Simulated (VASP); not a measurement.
Set up this calculation in VASP 6.6.1, as the native input.

| Quantity | Value |
| --- | --- |
| Task | single point |
| Functional | PBE |
| Potentials or basis | VASP PAW PBE potentials, release 64 (Zr_sv, Al, B, N) |
| Cutoff | 520 eV |
| k mesh | 3 × 3 × 3 |
| Occupations | gaussian, width 0.15 eV |
| Spin | no spin polarisation |
| Dipole correction | no |
| Further INCAR settings | ALGO = Normal; EDIFF = 1e-06; NBANDS = 28 |

The structure of ZrAl3B3N lies in POSCAR:

```
ZrAl3B3N
1.0
    4.8428223668      0.0000000000      0.0000000000
    0.0000000000      4.8428223668      0.0000000000
    0.0000000000      0.0000000000      4.8428223668
Zr Al B N
1 3 3 1
Direct
    0.0000000000      0.0000000000      0.0000000000
    0.5000000000      0.0000000000      0.0000000000
    0.0000000000      0.5000000000      0.0000000000
    0.0000000000      0.0000000000      0.5000000000
    0.0000000000      0.5000000000      0.5000000000
    0.5000000000      0.0000000000      0.5000000000
    0.5000000000      0.5000000000      0.0000000000
    0.5000000000      0.5000000000      0.5000000000
```

The input as run:

INCAR

```
ALGO = Normal
EDIFF = 1E-6
ENCUT = 520
GGA = PE
ISIF = 2
ISMEAR = 0
LASPH = True
LCHARG = False
LREAL = False
LWAVE = False
NBANDS = 28
NELM = 100
PREC = Accurate
SIGMA = 0.15
```

KPOINTS

```
k-points
0
Gamma
  3 3 3
```

Potentials or basis: VASP PAW PBE potentials, release 64 (Zr_sv, Al, B, N).

Run with:

```bash
$ cat potpaw_PBE.64/Zr_sv/POTCAR potpaw_PBE.64/Al/POTCAR potpaw_PBE.64/B/POTCAR potpaw_PBE.64/N/POTCAR > POTCAR
$ mpirun -np 1 vasp_std > vasp.out
```

Results of the run:

| Quantity | Value |
| --- | --- |
| Pressure | 0.7 GPa |

Caveat: the k points lie up to 0.43 Å⁻¹ apart.

It took 20 s on 1 thread of Intel(R) Xeon(R) Platinum 8259CL CPU @ 2.50GHz (Skylake/Cascade Lake), on a shared host, peak memory 0.21 GiB.
